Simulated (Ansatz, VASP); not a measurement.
# BaTiO3 in VASP and in Ansatz

```
CELL_PARAMETERS angstrom
3.99390 0.00000 0.00000
0.00000 3.99390 0.00000
0.00000 0.00000 3.99390
ATOMIC_POSITIONS crystal
Ba 0.50000 0.50000 0.50000
Ti 0.00000 0.00000 0.00000
O 0.50000 0.00000 0.00000
O 0.00000 0.50000 0.00000
O 0.00000 0.00000 0.50000
```

Change from the starting cell: volume scaled by 0.99.

Alike in both runs: task single point; functional LDA; k mesh 8 × 8 × 8; occupations fermi-dirac, width 0.05 eV; no spin polarisation.

```csv
,VASP,Ansatz
version,VASP 6.6.1,Ansatz 0.2.0
potentials or method,"VASP PAW LDA potentials, release 64 (Ba_sv, Ti_sv, O), cutoff 520 eV","all-electron LAPW, scalar-relativistic"
```

|  | VASP | Ansatz | Ansatz less VASP |
| --- | --- | --- | --- |
| pressure (GPa) | -5.8 | -7.8 | -2.03 |

LDA's correlation is that of Perdew and Zunger in VASP and of Perdew and Wang (1992) in Ansatz. Ansatz ran all-electron here, and VASP with PAW potentials.

Spin-orbit coupling is off throughout.
